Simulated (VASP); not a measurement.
Write the native input for VASP 6.6.1 that does the following.

```yaml
Task: single point
Functional: PBEsol
Potentials_or_basis: VASP PAW PBE potentials, release 64 (Ti_sv, Al)
Cutoff: 520 eV
k_mesh: 10 × 10 × 10
Occupations: gaussian, width 0.1 eV
Spin: no spin polarisation
Dipole_correction: no
Further_INCAR_settings: ALGO = Normal; EDIFF = 1e-06; NBANDS = 18
```

The structure of TiAl3 lies in POSCAR:

```
TiAl3
1.0
    3.9652835311      0.0000000000      0.0000000000
    0.0000000000      3.9652835311      0.0000000000
    0.0000000000      0.0000000000      3.9652835311
Ti Al
1 3
Direct
    0.0000000000      0.0000000000      0.0000000000
    0.5000000000      0.5000000000      0.0000000000
    0.5000000000      0.0000000000      0.5000000000
    0.0000000000      0.5000000000      0.5000000000
```

This cell differs from its parent crystal: strained.

The input as run:

INCAR

```
SYSTEM = TiAl3
PREC = Accurate ; ENCUT = 520
EDIFF = 1E-6 ; ISMEAR = 0
SIGMA = 0.1 ; LREAL = .False.
LASPH = .True. ; NELM = 100
ALGO = Normal ; ISIF = 2
LWAVE = .False. ; LCHARG = .False.
GGA = PS ; NBANDS = 18
```

KPOINTS

```
Automatic mesh
0
Gamma
  10 10 10
  0 0 0
```

Potentials or basis: VASP PAW PBE potentials, release 64 (Ti_sv, Al).

The run is started by

```console
$ cat potpaw_PBE.64/Ti_sv/POTCAR potpaw_PBE.64/Al/POTCAR > POTCAR
$ mpirun -np 1 vasp_std > vasp.out
```

It gave:

| Property | Result |
| --- | --- |
| Pressure | -1.4 GPa |

Caveat: the cell differs from its parent crystal (strained); the PAW data sets were made with another functional, which shifts forces and pressure a little.

Run time: 48 s on 1 thread of Intel Xeon 6975P-C, with other jobs on the host, peak memory 0.21 GiB.
